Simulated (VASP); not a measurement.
# InP (F-43m) in VASP: single point with HSE06

Aim: the single point of InP with HSE06.

Program: VASP 6.6.1. These are calculated values, not measurements. Logs are shortened: lines on timing, memory, paths and dates and some standing lists are left out, and cuts for length are marked.

### 1 The cell of the first run

The structure is cubic, space group F-43m (No. 216). Conventional cell: a = 5.907 Å, b = 5.907 Å, c = 5.907 Å, α = 90.00°, β = 90.00°, γ = 90.00°. In (site symmetry -43m) has 4 P at 2.56 Å within 3.4 Å. P (site symmetry -43m) has 4 In at 2.56 Å within 3.4 Å.

### 2 Single point, HSE06 (25.76 Å³/atom)

The input, POSCAR:

```
InP
1.0
    0.0000000000      2.9534310298      2.9534310298
    2.9534310298      0.0000000000      2.9534310298
    2.9534310298      2.9534310298      0.0000000000
In P
1 1
Direct
    0.0000000000      0.0000000000      0.0000000000
    0.2500000000      0.2500000000      0.2500000000
```

The input, INCAR.step1:

```
SYSTEM = InP
PREC = Accurate
ENCUT = 400
EDIFF = 1E-5
ISMEAR = 0
SIGMA = 0.01
LREAL = .FALSE.
LASPH = .TRUE.
NELM = 120
ALGO = Normal
ISIF = 2
LWAVE = .TRUE.
GGA = PE
NBANDS = 16
GGA_COMPAT = .FALSE.
```

The input, INCAR.step2:

```
SYSTEM = InP
PREC = Accurate
ENCUT = 400
EDIFF = 1E-6
ISMEAR = 0
SIGMA = 0.01
LREAL = .FALSE.
LASPH = .TRUE.
NELM = 120
ALGO = Normal
ISIF = 2
LWAVE = .FALSE.
LCHARG = .TRUE.
GGA = PE
LHFCALC = .TRUE.
HFSCREEN = 0.2079
PRECFOCK = Normal
LELF = .TRUE.
LVHAR = .TRUE.
ISTART = 1
NBANDS = 16
GGA_COMPAT = .FALSE.
```

The input, KPOINTS:

```
Automatic mesh
0
G
  6 6 6
  0 0 0
```

Potentials or basis: VASP PAW PBE potentials, release 64 (In_d, P).

On the command line:

```
$ cat potpaw_PBE.64/In_d/POTCAR potpaw_PBE.64/P/POTCAR > POTCAR
$ cp INCAR.step1 INCAR
$ mpirun -np 1 vasp_std > vasp.out
$ cp INCAR.step2 INCAR
$ mpirun -np 1 vasp_std > vasp.out
```

OUTCAR:

```text
SYSTEM = InP
   PREC = Accurate
   ENCUT = 400
   EDIFF = 1E-6
   ISMEAR = 0
   LREAL = .FALSE.
   LASPH = .TRUE.
   NELM = 120
   ISIF = 2
   GGA = PE
   LHFCALC = .TRUE.
   HFSCREEN = 0.2079
   PRECFOCK = Normal
   ISTART = 1

 ion  position               nearest neighbor table
   1  0.000  0.000  0.000-   2 2.56   2 2.56   2 2.56   2 2.56
   2  0.250  0.250  0.250-   1 2.56   1 2.56   1 2.56   1 2.56

  LATTYP: Found a face centered cubic cell.
 ALAT       =     5.9068620596

  Lattice vectors:

 A1 = (   0.0000000000,   2.9534310298,   2.9534310298)
 A2 = (   2.9534310298,   0.0000000000,   2.9534310298)
 A3 = (   2.9534310298,   2.9534310298,   0.0000000000)

Analysis of symmetry for initial positions (statically):
=====================================================================
 Subroutine PRICEL returns:
 Original cell was already a primitive cell.

 Routine SETGRP: Setting up the symmetry group for a
 face centered cubic supercell.

 Subroutine GETGRP returns: Found 24 space group operations
 (whereof 24 operations were pure point group operations)
 out of a pool of 48 trial point group operations.

The static configuration has the point symmetry T_d .

Analysis of symmetry for dynamics (positions and initial velocities):
=====================================================================
 Subroutine PRICEL returns:
 Original cell was already a primitive cell.

 Routine SETGRP: Setting up the symmetry group for a
 face centered cubic supercell.

 Subroutine GETGRP returns: Found 24 space group operations
 (whereof 24 operations were pure point group operations)
 out of a pool of 48 trial point group operations.

The dynamic configuration has the point symmetry T_d .

 Subroutine INISYM returns: Found 24 space group operations
 (whereof 24 operations are pure point group operations),
 and found     1 'primitive' translations

----------------------------------------------------------------------------------------

                                     Primitive cell

  volume of cell :      51.5241

  direct lattice vectors                    reciprocal lattice vectors
     0.000000000  2.953431030  2.953431030    -0.169294625  0.169294625  0.169294625
     2.953431030  0.000000000  2.953431030     0.169294625 -0.169294625  0.169294625
     2.953431030  2.953431030  0.000000000     0.169294625  0.169294625 -0.169294625

  length of vectors
     4.176782218  4.176782218  4.176782218     0.293226893  0.293226893  0.293226893

  position of ions in fractional coordinates (direct lattice)
     0.000000000  0.000000000  0.000000000
     0.250000000  0.250000000  0.250000000

  ion indices of the primitive-cell ions
   primitive index   ion index
                 1           1
                 2           2

----------------------------------------------------------------------------------------

 KPOINTS: Automatic mesh

Automatic generation of k-mesh.
 Grid dimensions read from file:
 generate k-points for:    6    6    6

 Generating k-lattice:

  Cartesian coordinates                     Fractional coordinates (reciprocal lattice)
    -0.028215771  0.028215771  0.028215771     0.166666667  0.000000000  0.000000000
     0.028215771 -0.028215771  0.028215771     0.000000000  0.166666667  0.000000000
     0.028215771  0.028215771 -0.028215771     0.000000000  0.000000000  0.166666667

  Length of vectors
     0.048871149  0.048871149  0.048871149

  Shift w.r.t. Gamma in fractional coordinates (k-lattice)
     0.000000000  0.000000000  0.000000000

 Subroutine IBZKPT returns following result:
 ===========================================

 Found     16 irreducible k-points:

 Following reciprocal coordinates:
            Coordinates               Weight
  0.000000  0.000000  0.000000      1.000000
  0.166667  0.000000  0.000000      8.000000
  0.333333  0.000000  0.000000      8.000000
  0.500000  0.000000  0.000000      4.000000
  0.166667  0.166667  0.000000      6.000000
  0.333333  0.166667  0.000000     24.000000
[... 8 lines left out ...]
 -0.333333  0.333333  0.166667     24.000000
 -0.333333  0.500000  0.166667     12.000000
   k-points           NKPTS =     16   k-points in BZ     NKDIM =    216   number of bands    NBANDS=     16
   number of dos      NEDOS =    301   number of ions     NIONS =      2
   total plane-waves  NPLWV =  21952
   dimension x,y,z NGX =    28 NGY =   28 NGZ =   28
   dimension x,y,z NGXF=    56 NGYF=   56 NGZF=   56
   ions per type =               1   1
   NGX,Y,Z   is equivalent  to a cutoff of  11.14, 11.14, 11.14 a.u.
   NGXF,Y,Z  is equivalent  to a cutoff of  22.29, 22.29, 22.29 a.u.
 SYSTEM =  InP
   PREC   = accura    normal or accurate (medium, high low for compatibility)
   ISTART =      1    job   : 0-new  1-cont  2-samecut
   ICHARG =      0    charge: 1-file 2-atom 10-const
   ISPIN  =      1    spin polarized calculation?
   LNONCOLLINEAR =      F non collinear calculations
   LSORBIT =      F    spin-orbit coupling
   LASPH  =      T    aspherical Exc in radial PAW
   ENCUT  =  400.0 eV  29.40 Ry    5.42 a.u.   6.81  6.81  6.81*2*pi/ulx,y,z
   NELM   =    120;   NELMIN=  2; NELMDL=  0     # of ELM steps
   EDIFF  = 0.1E-05   stopping-criterion for ELM
   LREAL  =      F    real-space projection
   EDIFFG = 0.1E-04   stopping-criterion for IOM
   NSW    =      0    number of steps for IOM
   IBRION =     -1    ionic relax: 0-MD 1-quasi-New 2-CG
   NFREE  =      0    steps in history (QN), initial steepest desc. (CG)
   ISIF   =      2    stress and relaxation
   ISYM   =      3    0-nonsym 1-usesym 2-fastsym
   POTIM  = 0.5000    time-step for ionic-motion
   TEBEG  =    0.0;   TEEND  =   0.0 temperature during run
   PSTRESS=    0.0 pullay stress
   NELECT =      18.0000    total number of electrons
   NUPDOWN=      -1.0000    fix difference up-down
   EMIN   =  10.00;   EMAX   =-10.00  energy-range for DOS
   EFERMI =   0.00;   METHOD = LEGACY
   ISMEAR =     0;   SIGMA  =   0.01  broadening in eV -4-tet -1-fermi 0-gaus
   EFERMI_NEDOS =   21; number of points for ismear=-14 and -15
   IALGO  =     38    algorithm
   IMIX   =      1    mixing-type and parameters
     AMIX     =   0.40;   BMIX     =  1.00
     AMIX_MAG =   1.60;   BMIX_MAG =  1.00
  volume/ion in A,a.u.               =      25.76       173.85
  Fermi-wavevector in a.u.,A,eV,Ry     =   1.152999  2.178852 18.087668  1.329406
  Thomas-Fermi vector in A             =   2.289646
   LORBIT       =      0    0 simple, 1 ext, 2 COOP (PROOUT), +10 PAW based schemes
   GGA     = PE    functional components
   LHFCALC =     T    Hartree Fock is set to
   PRECFOCK=normal    Normal, Fast or Accurate (Low or Medium for compatibility)
   ENCUT4O =  -1.0   cutoff for four orbital integrals eV
   NKREDX  =     1    reduce k-point grid by
   NKREDY  =     1    reduce k-point grid by
   NKREDZ  =     1    reduce k-point grid by
   AEXX    =    0.2500 exact exchange contribution
   HFSCREEN=    0.2079 screening length (either q_TF or 0.3 A-1)
   HFSCREENC=   0.2079 screening length for correlation (either q_TF or 0.3 A-1)
   ENCUTFOCK=  -1.0 apply spherical cutoff to Coloumb kernel
   IVDW    =     0    specifies the selected vdW correction
   LEPSILON=     F    determine dielectric tensor
   LRPA    =     F    only Hartree local field effects (RPA)
 non-spin polarized calculation
 Gauss-broadening in eV      SIGMA  =   0.01
  energy-cutoff  :      400.00
  volume of cell :       51.52
 maximum number of plane-waves:       960
  NGX = 24; NGY = 24; NGZ = 24

 number of electron      17.9999989 magnetization

 Free energy of the ion-electron system (eV)
  ---------------------------------------------------
  ext. energy  EPLUGINS =         0.00000000
  ---------------------------------------------------
  free energy    TOTEN  =        -9.98524720 eV

  energy without entropy =       -9.98524720  energy(sigma->0) =       -9.98524720

 E-fermi :   4.6020     XC(G=0):  -7.6491

 val. band max:        4.5186419118   @ k =   0.0000   0.0000   0.0000
 cond. band min:       5.8744308675   @ k =   0.0000   0.0000   0.0000
 fundamental gap:      1.3557889557
 Fermi energy:         4.6020042085

 k-point     1 :       0.0000    0.0000    0.0000
  band No.  band energies     occupation
      1     -11.3267      2.00000
      2     -11.3267      2.00000
      3     -11.3267      2.00000
      4     -11.1767      2.00000
      5     -11.1767      2.00000
      6      -8.0561      2.00000
[... 8 lines left out ...]
     15      14.9730      0.00000
     16      14.9730      0.00000

 k-point     2 :       0.1667    0.0000    0.0000
  band No.  band energies     occupation
      1     -11.3542      2.00000
      2     -11.3150      2.00000
      3     -11.3150      2.00000
      4     -11.1763      2.00000
      5     -11.1763      2.00000
      6      -7.7281      2.00000
[... 8 lines left out ...]
     15      14.0741      0.00000
     16      14.8985      0.00000

 k-point     3 :       0.3333    0.0000    0.0000
  band No.  band energies     occupation
      1     -11.4062      2.00000
      2     -11.2961      2.00000
      3     -11.2961      2.00000
      4     -11.1708      2.00000
      5     -11.1708      2.00000
      6      -6.8832      2.00000
[... 8 lines left out ...]
     15      14.6042      0.00000
     16      14.6042      0.00000

 k-point     4 :       0.5000    0.0000    0.0000
  band No.  band energies     occupation
      1     -11.4311      2.00000
      2     -11.2894      2.00000
      3     -11.2894      2.00000
      4     -11.1653      2.00000
      5     -11.1653      2.00000
      6      -6.2633      2.00000
[... 8 lines left out ...]
     15      16.2876      0.00000
     16      16.2876      0.00000
[... 172 lines left out ...]
 k-point    14 :       0.5000    0.3333    0.1667
  band No.  band energies     occupation
      1     -11.4454      2.00000
      2     -11.2746      2.00000
      3     -11.2583      2.00000
      4     -11.1943      2.00000
      5     -11.1606      2.00000
      6      -6.2249      2.00000
[... 8 lines left out ...]
     15      16.6902      0.00000
     16      17.4343      0.00000

 k-point    15 :      -0.3333    0.3333    0.1667
  band No.  band energies     occupation
      1     -11.4544      2.00000
      2     -11.2747      2.00000
      3     -11.2481      2.00000
      4     -11.1895      2.00000
      5     -11.1650      2.00000
      6      -5.7343      2.00000
[... 8 lines left out ...]
     15      16.6542      0.00000
     16      17.2553      0.00000

 k-point    16 :      -0.3333    0.5000    0.1667
  band No.  band energies     occupation
      1     -11.4729      2.00000
      2     -11.2581      2.00000
      3     -11.2351      2.00000
      4     -11.2032      2.00000
      5     -11.1574      2.00000
      6      -5.5240      2.00000
[... 8 lines left out ...]
     15      16.9524      0.00000
     16      17.6370      0.00000

------------------------ aborting loop because EDIFF is reached ----------------------------------------

  FORCE on cell =-STRESS in cart. coord.  units (eV):
  Direction    XX          YY          ZZ          XY          YZ          ZX
  --------------------------------------------------------------------------------------
  -------------------------------------------------------------------------------------
  Total       -0.1126604     -0.1126604     -0.1126604      0.0000000     -0.0000000      0.0000000
  in kB       -3.5032512     -3.5032512     -3.5032512      0.0000000     -0.0000000      0.0000000
  external PRESSURE =      -3.5032512 kB  Pullay stress =       0.0000000 kB

 VOLUME and BASIS-vectors are now :
 -----------------------------------------------------------------------------
  energy-cutoff  :      400.00
  volume of cell :       51.52
      direct lattice vectors                 reciprocal lattice vectors
     0.000000000  2.953431030  2.953431030    -0.169294625  0.169294625  0.169294625
     2.953431030  0.000000000  2.953431030     0.169294625 -0.169294625  0.169294625
     2.953431030  2.953431030  0.000000000     0.169294625  0.169294625 -0.169294625

 POSITION                                       TOTAL-FORCE (eV/Angst)
 -----------------------------------------------------------------------------------
      0.00000      0.00000      0.00000        -0.000000     -0.000000     -0.000000
      1.47672      1.47672      1.47672         0.000000      0.000000      0.000000
 -----------------------------------------------------------------------------------
    total drift:                                0.000060      0.000053      0.000036

  FREE ENERGIE OF THE ION-ELECTRON SYSTEM (eV)
  ---------------------------------------------------
  free  energy   TOTEN  =        -9.9852471989 eV

  energy  without entropy=       -9.9852471989  energy(sigma->0) =       -9.98524720
```

Run time: 56 min. Hardware: 1 thread of Intel Xeon 8259CL, shared host; peak memory 0.28 GiB.

What came out:

* Free energy: -9.9852 eV
* Pressure: -0.4 GPa
* Band gap on the k mesh: 1.36 eV

Caveat: the PAW data sets were made with another functional, which shifts forces and pressure a little; spin-orbit coupling is left out, which moves the levels of the heavy elements.
